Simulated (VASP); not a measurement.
# Cd8S9 (a cell with a defect) in VASP: a series of runs

Cd8S9 (a cell with a defect) is run at these levels: PBE+D3(BJ); tasks: single point.

All numbers are computed with VASP 6.6.1; they aren't measurements. Logs are shortened: lines on timing, memory, paths and dates and some standing lists are left out, and cuts for length are marked.

## 1. The cell of the first run

The cell holds a defect, 17 atoms: a = 8.270 Å, b = 7.162 Å, c = 6.749 Å, α = 90.00°, β = 90.00°, γ = 90.00°.

## 2. Single point, PBE+D3(BJ)

Contents of INCAR:

```
SYSTEM = Cd8S9
PREC = Accurate
ENCUT = 520
EDIFF = 1E-6
ISMEAR = -1
SIGMA = 0.05
LREAL = Auto
LASPH = .True.
NELM = 80
ALGO = Normal
ISIF = 2
LWAVE = .False.
LCHARG = .False.
GGA = PE
IVDW = 12
NBANDS = 89
```

Contents of KPOINTS:

```
regular mesh
0
Gamma
  2 2 2
  0 0 0
```

Contents of POSCAR:

```
Cd8S9
1.0
   -4.1348000000     -7.1616840000      0.0000000000
    6.2022000000     -3.5808420000      0.0000000000
    0.0000000000      0.0000000000      6.7490000000
Cd S
8 9
Direct
    0.4443023927      0.3540359120      0.0431767669
    0.4619243192      0.6412022629      0.5473107127
    0.2019764725      0.8713895583      0.0140613424
    0.2944259529      0.1362568814      0.4637131427
    0.0181590036      0.2840256438     -0.0638316788
   -0.0365791916      0.6183374220      0.3712401837
    0.7166116608      0.9712111662      0.0769447326
    0.7889323930      0.1761919414      0.4830197066
    0.5436132077      0.3394492101      0.3828270855
    0.4496208134      0.6738241494      0.8979997037
    0.2447199399      0.8186882086      0.3714920729
    0.2879015617      0.1525451255      0.8626611350
    0.0399940397      0.2779444963      0.3210401541
    0.0268729810      0.6377115220      0.8523040450
    0.7008735076      0.8349894842      0.4305674915
    0.7246755264      0.2344149441      0.8546451326
    0.8277324338      0.6338570293      1.0619351015
```

Potentials or basis: VASP PAW PBE potentials, release 64 (Cd, S).

Started as:

```console
> cat potpaw_PBE.64/Cd/POTCAR potpaw_PBE.64/S/POTCAR > POTCAR
> mpirun -np 1 vasp_std > vasp.out
```

OUTCAR:

```text
SYSTEM = Cd8S9
   PREC = Accurate
   ENCUT = 520
   EDIFF = 1E-6
   ISMEAR = -1
   LREAL = Auto
   LASPH = .True.
   NELM = 80
   ISIF = 2
   GGA = PE
   IVDW = 12
 IVDW          = 12

 ion  position               nearest neighbor table
   1  0.444  0.354  0.043-  12 2.29   9 2.44  10 2.49  16 2.78   4 3.47   7 3.56   5 3.63
   2  0.462  0.641  0.547-  10 2.38  11 2.50   9 2.52  15 2.54
   3  0.202  0.871  0.014-  12 2.37  11 2.47  14 2.47  10 2.61   5 3.36   6 3.60   4 3.66
   4  0.294  0.136  0.464-  11 2.39  13 2.53   9 2.58  12 2.70   1 3.47   3 3.66
   5  0.018  0.284  0.936-  12 2.47  16 2.51  14 2.60  13 2.60  17 3.08   3 3.36   7 3.48   1 3.63
                             8 3.68
   6  0.963  0.618  0.371-  17 2.37  13 2.54  15 2.70  11 2.73   8 3.56   3 3.60
   7  0.717  0.971  0.077-  16 2.41  15 2.58  17 2.59   8 3.17   5 3.48   1 3.56
   8  0.789  0.176  0.483-   9 2.44  13 2.46  15 2.57  16 2.60   7 3.17   6 3.56   5 3.68
   9  0.544  0.339  0.383-   8 2.44   1 2.44   2 2.52   4 2.58
  10  0.450  0.674  0.898-   2 2.38   1 2.49   3 2.61
  11  0.245  0.819  0.371-   4 2.39   3 2.47   2 2.50   6 2.73
  12  0.288  0.153  0.863-   1 2.29   3 2.37   5 2.47   4 2.70
  13  0.040  0.278  0.321-   8 2.46   4 2.53   6 2.54   5 2.60
  14  0.027  0.638  0.852-  17 2.17   3 2.47   5 2.60
  15  0.701  0.835  0.431-   2 2.54   8 2.57   7 2.58   6 2.70
  16  0.725  0.234  0.855-   7 2.41   5 2.51   8 2.60   1 2.78
  17  0.828  0.634  0.062-  14 2.17   6 2.37   7 2.59   5 3.08

  LATTYP: Found a simple orthorhombic cell.
 ALAT       =     6.7490000000
 B/A-ratio  =     1.0611473936
 C/A-ratio  =     1.2253074941

  Lattice vectors:

 A1 = (   0.0000000000,   0.0000000000,  -6.7490000000)
 A2 = (   6.2022000000,  -3.5808420000,   0.0000000000)
 A3 = (  -4.1348000000,  -7.1616840000,   0.0000000000)

Analysis of symmetry for initial positions (statically):
=====================================================================
 Subroutine PRICEL returns:
 Original cell was already a primitive cell.

 Routine SETGRP: Setting up the symmetry group for a
 simple orthorhombic supercell.

 Subroutine GETGRP returns: Found  1 space group operations
 (whereof  1 operations were pure point group operations)
 out of a pool of  8 trial point group operations.

The static configuration has the point symmetry C_1 .

Analysis of symmetry for dynamics (positions and initial velocities):
=====================================================================
 Subroutine PRICEL returns:
 Original cell was already a primitive cell.

 Routine SETGRP: Setting up the symmetry group for a
 simple orthorhombic supercell.

 Subroutine GETGRP returns: Found  1 space group operations
 (whereof  1 operations were pure point group operations)
 out of a pool of  8 trial point group operations.

The dynamic configuration has the point symmetry C_1 .

 Subroutine INISYM returns: Found  1 space group operations
 (whereof  1 operations are pure point group operations),
 and found     1 'primitive' translations

----------------------------------------------------------------------------------------

                                     Primitive cell

  volume of cell :     399.7045

  direct lattice vectors                    reciprocal lattice vectors
    -4.134800000 -7.161684000  0.000000000    -0.060462417 -0.104723973  0.000000000
     6.202200000 -3.580842000  0.000000000     0.120924833 -0.069815982  0.000000000
     0.000000000  0.000000000  6.749000000     0.000000000  0.000000000  0.148170099

  length of vectors
     8.269600278  7.161683759  6.749000000     0.120924829  0.139631968  0.148170099

  position of ions in fractional coordinates (direct lattice)
     0.444302393  0.354035912  0.043176767
     0.461924319  0.641202263  0.547310713
     0.201976473  0.871389558  0.014061342
     0.294425953  0.136256881  0.463713143
     0.018159004  0.284025644  0.936168321
     0.963420808  0.618337422  0.371240184
[... 9 lines left out ...]
     0.724675526  0.234414944  0.854645133
     0.827732434  0.633857029  0.061935101

  ion indices of the primitive-cell ions
   primitive index   ion index
                 1           1
                 2           2
                 3           3
                 4           4
                 5           5
                 6           6
[... 9 lines left out ...]
                16          16
                17          17

----------------------------------------------------------------------------------------

 KPOINTS: regular mesh

Automatic generation of k-mesh.
 Grid dimensions read from file:
 generate k-points for:    2    2    2

 Generating k-lattice:

  Cartesian coordinates                     Fractional coordinates (reciprocal lattice)
    -0.030231208 -0.052361986  0.000000000     0.500000000  0.000000000  0.000000000
     0.060462417 -0.034907991  0.000000000    -0.000000000  0.500000000  0.000000000
     0.000000000  0.000000000  0.074085050     0.000000000  0.000000000  0.500000000

  Length of vectors
     0.060462415  0.069815984  0.074085050

  Shift w.r.t. Gamma in fractional coordinates (k-lattice)
     0.000000000  0.000000000  0.000000000

 Subroutine IBZKPT returns following result:
 ===========================================

 Found      8 irreducible k-points:

 Following reciprocal coordinates:
            Coordinates               Weight
  0.000000  0.000000  0.000000      1.000000
  0.500000 -0.000000  0.000000      1.000000
 -0.000000  0.500000  0.000000      1.000000
  0.500000  0.500000  0.000000      1.000000
  0.000000  0.000000  0.500000      1.000000
  0.500000 -0.000000  0.500000      1.000000
 -0.000000  0.500000  0.500000      1.000000
  0.500000  0.500000  0.500000      1.000000
   k-points           NKPTS =      8   k-points in BZ     NKDIM =      8   number of bands    NBANDS=     89
   number of dos      NEDOS =    301   number of ions     NIONS =     17
   total plane-waves  NPLWV = 172800
   dimension x,y,z NGX =    64 NGY =   54 NGZ =   50
   dimension x,y,z NGXF=   128 NGYF=  108 NGZF=  100
   ions per type =               8   9
   NGX,Y,Z   is equivalent  to a cutoff of  12.87, 12.54, 12.32 a.u.
   NGXF,Y,Z  is equivalent  to a cutoff of  25.73, 25.07, 24.63 a.u.
 SYSTEM =  Cd8S9
   PREC   = accura    normal or accurate (medium, high low for compatibility)
   ISTART =      0    job   : 0-new  1-cont  2-samecut
   ICHARG =      2    charge: 1-file 2-atom 10-const
   ISPIN  =      1    spin polarized calculation?
   LNONCOLLINEAR =      F non collinear calculations
   LSORBIT =      F    spin-orbit coupling
   LASPH  =      T    aspherical Exc in radial PAW
   ENCUT  =  520.0 eV  38.22 Ry    6.18 a.u.  15.38 13.32 12.55*2*pi/ulx,y,z
   NELM   =     80;   NELMIN=  2; NELMDL= -5     # of ELM steps
   EDIFF  = 0.1E-05   stopping-criterion for ELM
   LREAL  =      T    real-space projection
   EDIFFG = 0.1E-04   stopping-criterion for IOM
   NSW    =      0    number of steps for IOM
   IBRION =     -1    ionic relax: 0-MD 1-quasi-New 2-CG
   NFREE  =      0    steps in history (QN), initial steepest desc. (CG)
   ISIF   =      2    stress and relaxation
   ISYM   =      2    0-nonsym 1-usesym 2-fastsym
   POTIM  = 0.5000    time-step for ionic-motion
   TEBEG  =    0.0;   TEEND  =   0.0 temperature during run
   PSTRESS=    0.0 pullay stress
   NELECT =     150.0000    total number of electrons
   NUPDOWN=      -1.0000    fix difference up-down
   EMIN   =  10.00;   EMAX   =-10.00  energy-range for DOS
   EFERMI =   0.00;   METHOD = LEGACY
   ISMEAR =    -1;   SIGMA  =   0.05  broadening in eV -4-tet -1-fermi 0-gaus
   EFERMI_NEDOS =   21; number of points for ismear=-14 and -15
   IALGO  =     38    algorithm
   IMIX   =      4    mixing-type and parameters
     AMIX     =   0.40;   BMIX     =  1.00
     AMIX_MAG =   1.60;   BMIX_MAG =  1.00
  volume/ion in A,a.u.               =      23.51       158.67
  Fermi-wavevector in a.u.,A,eV,Ry     =   1.180843  2.231470 18.971836  1.394391
  Thomas-Fermi vector in A             =   2.317128
   LORBIT       =      0    0 simple, 1 ext, 2 COOP (PROOUT), +10 PAW based schemes
   GGA     = PE    functional components
   LHFCALC =     F    Hartree Fock is set to
   AEXX    =    0.0000 exact exchange contribution
   IVDW    =    12    specifies the selected vdW correction
   LEPSILON=     F    determine dielectric tensor
   LRPA    =     F    only Hartree local field effects (RPA)
 non-spin polarized calculation
  energy-cutoff  :      520.00
  volume of cell :      399.70
 maximum number of plane-waves:     10818
 NGX is ok and might be reduce to    64
   NGX = 31   NGY = 27   NGZ = 25

 number of electron     150.0000017 magnetization

 Free energy of the ion-electron system (eV)
  ---------------------------------------------------
  ext. energy  EPLUGINS =         0.00000000
  ---------------------------------------------------
  free energy    TOTEN  =       -48.59940237 eV

  energy without entropy =      -48.59544397  energy(sigma->0) =      -48.59742317

 E-fermi :   2.7383     XC(G=0):  -9.4128

 val. band max:        2.5397129957   @ k =   0.5000  -0.0000   0.0000
 cond. band min:       2.9082853143   @ k =   0.0000   0.0000   0.0000
 fundamental gap:      0.3685723186
 Fermi energy:         2.7383468117

 k-point     1 :       0.0000    0.0000    0.0000
  band No.  band energies     occupation
      1     -11.9912      2.00000
      2     -11.1022      2.00000
      3     -10.6799      2.00000
      4     -10.5067      2.00000
      5     -10.3168      2.00000
      6     -10.2328      2.00000
[... 79 lines left out ...]
     86       7.1425      0.00000
     87       7.4108      0.00000

 k-point     2 :       0.5000   -0.0000    0.0000
  band No.  band energies     occupation
      1     -11.9799      2.00000
      2     -11.0863      2.00000
      3     -10.6837      2.00000
      4     -10.5519      2.00000
      5     -10.2842      2.00000
      6     -10.2524      2.00000
[... 79 lines left out ...]
     86       6.8556      0.00000
     87       7.1860      0.00000

 k-point     3 :      -0.0000    0.5000    0.0000
  band No.  band energies     occupation
      1     -11.9675      2.00000
      2     -11.1072      2.00000
      3     -10.6492      2.00000
      4     -10.5070      2.00000
      5     -10.3137      2.00000
      6     -10.2821      2.00000
[... 79 lines left out ...]
     86       7.0365      0.00000
     87       7.2268      0.00000

 k-point     4 :       0.5000    0.5000    0.0000
  band No.  band energies     occupation
      1     -11.9619      2.00000
      2     -11.0707      2.00000
      3     -10.6732      2.00000
      4     -10.5243      2.00000
      5     -10.3243      2.00000
      6     -10.2787      2.00000
[... 79 lines left out ...]
     86       6.9739      0.00000
     87       7.0779      0.00000

 k-point     5 :       0.0000    0.0000    0.5000
  band No.  band energies     occupation
      1     -11.9572      2.00000
      2     -11.0355      2.00000
      3     -10.7178      2.00000
      4     -10.5000      2.00000
      5     -10.2847      2.00000
      6     -10.2695      2.00000
[... 79 lines left out ...]
     86       6.8639      0.00000
     87       7.0683      0.00000

 k-point     6 :       0.5000   -0.0000    0.5000
  band No.  band energies     occupation
      1     -11.9494      2.00000
      2     -11.0284      2.00000
      3     -10.6493      2.00000
      4     -10.5729      2.00000
      5     -10.3105      2.00000
      6     -10.2612      2.00000
[... 79 lines left out ...]
     86       6.6997      0.00000
     87       7.0509      0.00000

 k-point     7 :      -0.0000    0.5000    0.5000
  band No.  band energies     occupation
      1     -11.9385      2.00000
      2     -11.0445      2.00000
      3     -10.6656      2.00000
      4     -10.4986      2.00000
      5     -10.3155      2.00000
      6     -10.2846      2.00000
[... 79 lines left out ...]
     86       6.5577      0.00000
     87       6.9372      0.00000

 k-point     8 :       0.5000    0.5000    0.5000
  band No.  band energies     occupation
      1     -11.9344      2.00000
      2     -11.0253      2.00000
      3     -10.6227      2.00000
      4     -10.5408      2.00000
      5     -10.3178      2.00000
      6     -10.3024      2.00000
[... 79 lines left out ...]
     86       6.6974      0.00000
     87       7.0280      0.00000
 [bands above 87 left out]

------------------------ aborting loop because EDIFF is reached ----------------------------------------

 Edisp (eV)   -5.45474

 E8    (eV) :    -2.2113

  FORCE on cell =-STRESS in cart. coord.  units (eV):
  Direction    XX          YY          ZZ          XY          YZ          ZX
  --------------------------------------------------------------------------------------
  -------------------------------------------------------------------------------------
  Total      11.67489     6.95202    10.10910    -0.26725    -3.93770     0.53662
  in kB      46.79769    27.86650    40.52135    -1.07124   -15.78390     2.15098
  external pressure =       38.40 kB  Pullay stress =        0.00 kB

 VOLUME and BASIS-vectors are now :
 -----------------------------------------------------------------------------
  energy-cutoff  :      520.00
  volume of cell :      399.70
      direct lattice vectors                 reciprocal lattice vectors
    -4.134800000 -7.161684000  0.000000000    -0.060462417 -0.104723973  0.000000000
     6.202200000 -3.580842000  0.000000000     0.120924833 -0.069815982  0.000000000
     0.000000000  0.000000000  6.749000000     0.000000000  0.000000000  0.148170099

 POSITION                                       TOTAL-FORCE (eV/Angst)
 -----------------------------------------------------------------------------------
      0.35870     -4.44970      0.29140         0.881533     -1.974120      0.284107
      2.06690     -5.60420      3.69380        -0.082301     -0.110675     -0.189951
      4.56940     -4.56680      0.09490        -1.321329      0.100204      0.070441
     -0.37230     -2.59650      3.12960         0.334517     -0.724656      0.719553
      1.68650     -1.14710      6.31820         0.368268     -0.003669     -0.048463
     -0.14850     -9.11388      2.50550         0.270233     -1.005613      1.618371
[... 9 lines left out ...]
     -1.54250     -6.02930      5.76800        -0.443124     -0.234824     -0.115238
      0.50880     -8.19770      0.41800         0.698474     -0.524264     -2.044619
 -----------------------------------------------------------------------------------
    total drift:                                0.005603      0.006116     -0.003206

  FREE ENERGIE OF THE ION-ELECTRON SYSTEM (eV)
  ---------------------------------------------------
  free  energy   TOTEN  =       -54.0541412948 eV

  energy  without entropy=      -54.0501829015  energy(sigma->0) =      -54.05216210
```

It took 6.6 min on 1 thread of Oxide Virtual Turin-like, shared host; peak memory 0.46 GiB.

Results:

| Property | Result |
| --- | --- |
| Free energy | -54.0541 eV |
| Pressure | 3.8 GPa |
| Largest force | 2.223 eV/Å |
| Band gap on the k mesh | 0.37 eV |
| Dispersion energy per atom | -0.321 eV |

Forces on the atoms (eV/Å):
```
Cd   0.882 -1.974  0.284
Cd  -0.082 -0.111 -0.190
Cd  -1.321  0.100  0.070
Cd   0.335 -0.725  0.720
Cd   0.368 -0.004 -0.048
Cd   0.270 -1.006  1.618
Cd  -0.859  0.921 -0.120
Cd  -0.851  0.314  0.759
S    0.608  0.912  0.062
S    0.132 -0.311  0.684
S   -0.306  1.342  0.089
S    0.088  1.100 -1.885
S    0.038 -0.234  0.301
S    0.121  1.139 -0.336
S    0.322 -0.706  0.151
S   -0.443 -0.235 -0.115
S    0.698 -0.524 -2.045
```

Caveat: the k points lie up to 0.47 Å⁻¹ apart.

(Continued in part 2 of 2.)
